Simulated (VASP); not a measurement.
# Sn (Immm) in VASP: a series of runs

The runs below take Sn through single point, with PBEsol.

Program: VASP 6.6.1. These are calculated values, not measurements. Logs are shortened: lines on timing, memory, paths and dates and some standing lists are left out, and cuts for length are marked.

### Step 1. The cell of the first run

It takes space group Immm (No. 71, orthorhombic). The conventional cell has a = 3.626 Å, b = 3.729 Å, c = 4.794 Å, α = 90.00°, β = 90.00°, γ = 90.00°. Sn (site symmetry mmm) has 12 Sn at 3.54 to 3.73 Å within 4.6 Å.

### Step 2. Single point, PBEsol (strain +0.050 along x and y, +0.025 along z)

INCAR

```
ALGO = Fast
EDIFF = 1E-7
ENCUT = 520
GGA = PS
ISIF = 2
ISMEAR = 0
LASPH = True
LCHARG = False
LREAL = False
LWAVE = False
NBANDS = 13
NELM = 80
PREC = Accurate
SIGMA = 0.15
```

KPOINTS

```
k-points
0
Gamma
  20 20 20
```

POSCAR

```
Sn
1.0
   -1.8128659500      1.8643243500      2.3968005500
    1.8128659500     -1.8643243500      2.3968005500
    1.8128659500      1.8643243500     -2.3968005500
Sn
1
Direct
    0.0000000000      0.0000000000      0.0000000000
```

Potentials or basis: VASP PAW PBE potentials, release 64 (Sn_d).

Run with:

```console
cat potpaw_PBE.64/Sn_d/POTCAR > POTCAR
mpirun -np 1 vasp_std > vasp.out
```

OUTCAR:

```text
EDIFF = 1E-7
   ENCUT = 520
   GGA = PS
   ISIF = 2
   ISMEAR = 0
   LASPH = True
   LREAL = False
   NELM = 80
   PREC = Accurate

 ion  position               nearest neighbor table
   1  0.000  0.000  0.000-

  LATTYP: Found a body centered orthorhombic cell.
 ALAT       =     3.6257319000
 B/A-ratio  =     1.0283851103
 C/A-ratio  =     1.3221057795

  Lattice vectors:

 A1 = (  -1.8128659500,   1.8643243500,   2.3968005500)
 A2 = (   1.8128659500,  -1.8643243500,   2.3968005500)
 A3 = (   1.8128659500,   1.8643243500,  -2.3968005500)

Analysis of symmetry for initial positions (statically):
=====================================================================
 Subroutine PRICEL returns:
 Original cell was already a primitive cell.

 Routine SETGRP: Setting up the symmetry group for a
 body centered orthorhombic supercell.

 Subroutine GETGRP returns: Found  8 space group operations
 (whereof  8 operations were pure point group operations)
 out of a pool of  8 trial point group operations.

The static configuration has the point symmetry D_2h.

Analysis of symmetry for dynamics (positions and initial velocities):
=====================================================================
 Subroutine PRICEL returns:
 Original cell was already a primitive cell.

 Routine SETGRP: Setting up the symmetry group for a
 body centered orthorhombic supercell.

 Subroutine GETGRP returns: Found  8 space group operations
 (whereof  8 operations were pure point group operations)
 out of a pool of  8 trial point group operations.

The dynamic configuration has the point symmetry D_2h.

 Subroutine INISYM returns: Found  8 space group operations
 (whereof  8 operations are pure point group operations),
 and found     1 'primitive' translations

----------------------------------------------------------------------------------------

                                     Primitive cell

  volume of cell :      32.4025

  direct lattice vectors                    reciprocal lattice vectors
    -1.812865950  1.864324350  2.396800550     0.000000000  0.268193676  0.208611434
     1.812865950 -1.864324350  2.396800550     0.275806383  0.000000000  0.208611434
     1.812865950  1.864324350 -2.396800550     0.275806383  0.268193676  0.000000000

  length of vectors
     3.536501253  3.536501253  3.536501253     0.339774305  0.345814822  0.384703793

  position of ions in fractional coordinates (direct lattice)
     0.000000000  0.000000000  0.000000000

  ion indices of the primitive-cell ions
   primitive index   ion index
                 1           1

----------------------------------------------------------------------------------------

 KPOINTS: k-points

Automatic generation of k-mesh.
 Grid dimensions read from file:
 generate k-points for:   20   20   20

 Generating k-lattice:

  Cartesian coordinates                     Fractional coordinates (reciprocal lattice)
     0.000000000  0.013409684  0.010430572     0.050000000  0.000000000 -0.000000000
     0.013790319  0.000000000  0.010430572     0.000000000  0.050000000  0.000000000
     0.013790319  0.013409684  0.000000000    -0.000000000  0.000000000  0.050000000

  Length of vectors
     0.016988715  0.017290741  0.019235190

  Shift w.r.t. Gamma in fractional coordinates (k-lattice)
     0.000000000  0.000000000  0.000000000

 Subroutine IBZKPT returns following result:
 ===========================================

 Found   1166 irreducible k-points:

 Following reciprocal coordinates:
            Coordinates               Weight
  0.000000  0.000000  0.000000      1.000000
  0.050000 -0.000000  0.000000      4.000000
  0.100000 -0.000000  0.000000      4.000000
  0.150000  0.000000  0.000000      4.000000
  0.200000 -0.000000  0.000000      4.000000
  0.250000  0.000000 -0.000000      4.000000
[... 16 lines left out ...]
 -0.450000  0.050000 -0.000000      8.000000
 -0.400000  0.050000 -0.000000      8.000000
 [... further k-points ...]
   k-points           NKPTS =   1166   k-points in BZ     NKDIM =   1166   number of bands    NBANDS=     13
   number of dos      NEDOS =    301   number of ions     NIONS =      1
   total plane-waves  NPLWV =  21952
   dimension x,y,z NGX =    28 NGY =   28 NGZ =   28
   dimension x,y,z NGXF=    56 NGYF=   56 NGZF=   56
   ions per type =               1
   NGX,Y,Z   is equivalent  to a cutoff of  13.16, 13.16, 13.16 a.u.
   NGXF,Y,Z  is equivalent  to a cutoff of  26.32, 26.32, 26.32 a.u.
 SYSTEM =  unknown system
   PREC   = accura    normal or accurate (medium, high low for compatibility)
   ISTART =      0    job   : 0-new  1-cont  2-samecut
   ICHARG =      2    charge: 1-file 2-atom 10-const
   ISPIN  =      1    spin polarized calculation?
   LNONCOLLINEAR =      F non collinear calculations
   LSORBIT =      F    spin-orbit coupling
   LASPH  =      T    aspherical Exc in radial PAW
   ENCUT  =  520.0 eV  38.22 Ry    6.18 a.u.   6.58  6.58  6.58*2*pi/ulx,y,z
   NELM   =     80;   NELMIN=  2; NELMDL= -5     # of ELM steps
   EDIFF  = 0.1E-06   stopping-criterion for ELM
   LREAL  =      F    real-space projection
   EDIFFG = 0.1E-05   stopping-criterion for IOM
   NSW    =      0    number of steps for IOM
   IBRION =     -1    ionic relax: 0-MD 1-quasi-New 2-CG
   NFREE  =      0    steps in history (QN), initial steepest desc. (CG)
   ISIF   =      2    stress and relaxation
   ISYM   =      2    0-nonsym 1-usesym 2-fastsym
   POTIM  = 0.5000    time-step for ionic-motion
   TEBEG  =    0.0;   TEEND  =   0.0 temperature during run
   PSTRESS=    0.0 pullay stress
   NELECT =      14.0000    total number of electrons
   NUPDOWN=      -1.0000    fix difference up-down
   EMIN   =  10.00;   EMAX   =-10.00  energy-range for DOS
   EFERMI =   0.00;   METHOD = LEGACY
   ISMEAR =     0;   SIGMA  =   0.15  broadening in eV -4-tet -1-fermi 0-gaus
   EFERMI_NEDOS =   21; number of points for ismear=-14 and -15
   IALGO  =     68    algorithm
   IMIX   =      4    mixing-type and parameters
     AMIX     =   0.40;   BMIX     =  1.00
     AMIX_MAG =   1.60;   BMIX_MAG =  1.00
  volume/ion in A,a.u.               =      32.40       218.66
  Fermi-wavevector in a.u.,A,eV,Ry     =   1.237631  2.338783 20.840457  1.531730
  Thomas-Fermi vector in A             =   2.372190
   LORBIT       =      0    0 simple, 1 ext, 2 COOP (PROOUT), +10 PAW based schemes
   GGA     = PS    functional components
   LHFCALC =     F    Hartree Fock is set to
   AEXX    =    0.0000 exact exchange contribution
   IVDW    =     0    specifies the selected vdW correction
   LEPSILON=     F    determine dielectric tensor
   LRPA    =     F    only Hartree local field effects (RPA)
 non-spin polarized calculation
 RMM-DIIS sequential band-by-band and
 Gauss-broadening in eV      SIGMA  =   0.15
  energy-cutoff  :      520.00
  volume of cell :       32.40
 maximum number of plane-waves:       893
   NGX = 13   NGY = 13   NGZ = 13

 number of electron      13.9999999 magnetization

 Free energy of the ion-electron system (eV)
  ---------------------------------------------------
  ext. energy  EPLUGINS =         0.00000000
  ---------------------------------------------------
  free energy    TOTEN  =        -4.08204877 eV

  energy without entropy =       -4.07551474  energy(sigma->0) =       -4.07878175

 E-fermi :   6.0396     XC(G=0):  -9.7041

 val. band max:        6.0380829691   @ k =   0.4500   0.2500   0.0500
 cond. band min:       6.0476447915   @ k =  -0.3000   0.3000   0.2500
 fundamental gap:      0.0095618224
 Fermi energy:         6.0396350516

 k-point     1 :       0.0000    0.0000    0.0000
  band No.  band energies     occupation
      1     -15.4007      2.00000
      2     -15.3905      2.00000
      3     -15.3703      2.00000
      4     -15.3624      2.00000
      5     -15.3278      2.00000
      6      -3.9606      2.00000
      7      12.1683      0.00000
      8      12.2637      0.00000
      9      12.5991      0.00000
     10      16.4887      0.00000
     11      16.4934      0.00000
     12      17.0106      0.00000
     13      17.0933      0.00000

 k-point     2 :       0.0500   -0.0000    0.0000
  band No.  band energies     occupation
      1     -15.3998      2.00000
      2     -15.3892      2.00000
      3     -15.3702      2.00000
      4     -15.3620      2.00000
      5     -15.3281      2.00000
      6      -3.9174      2.00000
      7      11.7158      0.00000
      8      12.1990      0.00000
      9      12.5125      0.00000
     10      15.9467      0.00000
     11      16.8428      0.00000
     12      17.2032      0.00000
     13      17.7008      0.00000

 k-point     3 :       0.1000   -0.0000    0.0000
  band No.  band energies     occupation
      1     -15.3971      2.00000
      2     -15.3862      2.00000
      3     -15.3696      2.00000
      4     -15.3602      2.00000
      5     -15.3287      2.00000
      6      -3.7878      2.00000
      7      10.6100      0.00000
      8      12.1131      0.00000
      9      12.2834      0.00000
     10      15.5713      0.00000
     11      17.0818      0.00000
     12      17.4345      0.00000
     13      18.4443      0.00000
[... 305 lines left out ...]
 k-point    23 :      -0.4500    0.0500   -0.0000
  band No.  band energies     occupation
      1     -15.3919      2.00000
      2     -15.3823      2.00000
      3     -15.3698      2.00000
      4     -15.3127      2.00000
      5     -15.2967      2.00000
      6      -1.0036      2.00000
      7       2.8252      2.00000
      8      10.2836      0.00000
      9      11.1472      0.00000
     10      14.8920      0.00000
     11      15.1618      0.00000
     12      16.3770      0.00000
     13      17.7360      0.00000

 k-point    24 :      -0.4000    0.0500   -0.0000
  band No.  band energies     occupation
      1     -15.3907      2.00000
      2     -15.3822      2.00000
      3     -15.3690      2.00000
      4     -15.3164      2.00000
      5     -15.3039      2.00000
      6      -1.5341      2.00000
      7       3.6873      2.00000
      8      10.4576      0.00000
      9      11.1628      0.00000
     10      14.8600      0.00000
     11      15.2885      0.00000
     12      16.4986      0.00000
     13      18.1693      0.00000

 [... further k-points ...]

------------------------ aborting loop because EDIFF is reached ----------------------------------------

  FORCE on cell =-STRESS in cart. coord.  units (eV):
  Direction    XX          YY          ZZ          XY          YZ          ZX
  --------------------------------------------------------------------------------------
  -------------------------------------------------------------------------------------
  Total       -1.4063249     -1.4731826     -1.3820486      0.0000000      0.0000000      0.0000000
  in kB      -69.5371981    -72.8430479    -68.3368350      0.0000000      0.0000000      0.0000000
  external PRESSURE =     -70.2390270 kB  Pullay stress =       0.0000000 kB

 VOLUME and BASIS-vectors are now :
 -----------------------------------------------------------------------------
  energy-cutoff  :      520.00
  volume of cell :       32.40
      direct lattice vectors                 reciprocal lattice vectors
    -1.812865950  1.864324350  2.396800550     0.000000000  0.268193676  0.208611434
     1.812865950 -1.864324350  2.396800550     0.275806383  0.000000000  0.208611434
     1.812865950  1.864324350 -2.396800550     0.275806383  0.268193676  0.000000000

 POSITION                                       TOTAL-FORCE (eV/Angst)
 -----------------------------------------------------------------------------------
      0.00000      0.00000      0.00000        -0.000000      0.000000      0.000000
 -----------------------------------------------------------------------------------
    total drift:                               -0.000000     -0.000000     -0.000000

  FREE ENERGIE OF THE ION-ELECTRON SYSTEM (eV)
  ---------------------------------------------------
  free  energy   TOTEN  =        -4.0820487688 eV

  energy  without entropy=       -4.0755147379  energy(sigma->0) =       -4.07878175
```

Wall time 3.3 min (1 thread of Intel Xeon 6975P-C (Granite Rapids), shared host); peak memory 0.53 GiB.

What came out:

```
Free energy            : -4.0820 eV
Pressure               : -7.0 GPa
Band gap on the k mesh : zero (bands 7 and 8 overlap by 7.83 eV)
```

Stress tensor (GPa, compression positive):
```
-6.95  0.00  0.00
 0.00 -7.28  0.00
 0.00  0.00 -6.83
```

Caveat: the cell differs from its parent crystal (strain +0.050 along x and y, +0.025 along z); the cell stands under tension; the PAW data sets were made with another functional, which shifts forces and pressure a little; spin-orbit coupling is left out, which moves the levels of the heavy elements.

### Step 3. Single point, PBEsol (strain +0.050 along x and y, +0.050 along z)

INCAR

```
SYSTEM = Sn
ALGO     = Fast           ! electronic algorithm
EDIFF    = 1E-6           ! SCF threshold, eV
ENCUT    = 520            ! plane-wave cutoff, eV
GGA      = PS             ! functional
ISIF     = 2              ! what is computed and relaxed
ISMEAR   = 0              ! smearing method
LASPH    = .True.         ! aspherical terms in the spheres
LCHARG   = .False.        ! write CHGCAR
LREAL    = .False.        ! projectors in reciprocal space
LWAVE    = .False.        ! write WAVECAR
NBANDS   = 13             ! bands
NELM     = 100            ! most SCF steps
PREC     = Accurate       ! precision mode
SIGMA    = 0.15           ! smearing width, eV
```

KPOINTS

```
k-points
0
Gamma
  20 20 20
  0 0 0
```

POSCAR

```
Sn
1.0
   -1.8128659500      1.8643243500      2.4552591000
    1.8128659500     -1.8643243500      2.4552591000
    1.8128659500      1.8643243500     -2.4552591000
Sn
1
Direct
    0.0000000000      0.0000000000      0.0000000000
```

Potentials or basis: VASP PAW PBE potentials, release 64 (Sn_d).

Run with:

```console
cat potpaw_PBE.64/Sn_d/POTCAR > POTCAR
mpirun -np 1 vasp_std > vasp.out
```

It took 3.1 min on 1 thread of Intel Xeon 6975P-C (Granite Rapids), shared host; peak memory 0.54 GiB.

The run converged. Its results:

| Property | Result |
| --- | --- |
| Free energy | -4.0476 eV |
| Pressure | -7.3 GPa |
| Band gap on the k mesh | zero (bands 7 and 8 overlap by 7.56 eV) |

Stress tensor (GPa, compression positive):
```
-7.32  0.00  0.00
 0.00 -7.52  0.00
 0.00  0.00 -7.20
```

Levels at points of the mesh, in eV from the Fermi level:
```csv
k point,band 4,band 5,band 6,band 7,band 8,band 9,band 10,band 11
"(0.00, 0.00, 0.00)",-21.40,-21.38,-9.86,5.93,6.07,6.37,10.33,10.37
"(0.50, 0.00, 0.00)",-21.36,-21.34,-6.67,-3.72,4.48,5.11,8.58,9.56
"(0.00, 0.50, 0.00)",-21.35,-21.35,-6.46,-3.66,4.12,4.87,8.16,9.05
"(0.50, 0.50, 0.00)",-21.35,-21.33,-5.38,-3.01,1.85,2.20,5.09,5.68
"(0.50, 0.50, 0.50)",-21.34,-21.33,-4.78,-2.58,1.12,1.67,4.38,5.25
```

Caveat: the cell differs from its parent crystal (strain +0.050 along x and y, +0.050 along z); the cell stands under tension; the PAW data sets were made with another functional, which shifts forces and pressure a little; spin-orbit coupling is left out, which moves the levels of the heavy elements.
